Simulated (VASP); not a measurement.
**Al (a cell with a defect): single point with LDA**

The system is Al (a cell with a defect).

```
Al
1.0
     0.00000    4.04961    4.04961
     4.04961    0.00000    4.04961
     4.04961    4.04961    0.00000
Al
7
Cartesian
  1.6873 1.6873 0.0000
  2.0248 0.0000 2.0248
  4.0496 2.0248 2.0248
  0.0000 2.0248 2.0248
  2.0248 4.0496 2.0248
  2.0248 2.0248 4.0496
  4.0496 4.0496 4.0496
```

- Program: VASP 6.6.1
- Task: single point
- Functional: LDA
- Potentials or basis: VASP PAW LDA potentials, release 64 (Al)
- Cutoff: 400 eV
- k mesh: 2 × 2 × 2, shifted
- Occupations: gaussian, width 0.05 eV
- Spin: no spin polarisation
- Dipole correction: no
- Further INCAR settings: ALGO = Normal; EDIFF = 1e-06; NBANDS = 20

- Pressure: -4.6 GPa
- Largest force: 0.604 eV/Å

Forces in eV/Å, atoms in the order of the input:
```
Al   0.427  0.427  0.000
Al   0.036 -0.213  0.284
Al  -0.213  0.036 -0.284
Al  -0.213  0.036  0.284
Al   0.036 -0.213 -0.284
Al  -0.083 -0.083  0.000
Al   0.010  0.010  0.000
```

Stress tensor (GPa, compression positive):
```
-5.31  0.47  0.00
 0.47 -5.31  0.00
 0.00  0.00 -3.07
```

Levels at points of the mesh, in eV from the Fermi level:
```
           k point  band 7  band 8  band 9  band 10  band 11  band 12  band 13  band 14
(0.25, 0.25, 0.25)   -3.40   -2.93   -2.03    -2.00    -1.36    -0.35     1.08     1.14
```

Run time: 6.6 s on 1 thread of Intel(R) Xeon(R) 6975P-C (Granite Rapids), with other jobs on the host, peak memory 0.17 GiB.

Caveat: the k points lie up to 0.67 Å⁻¹ apart.
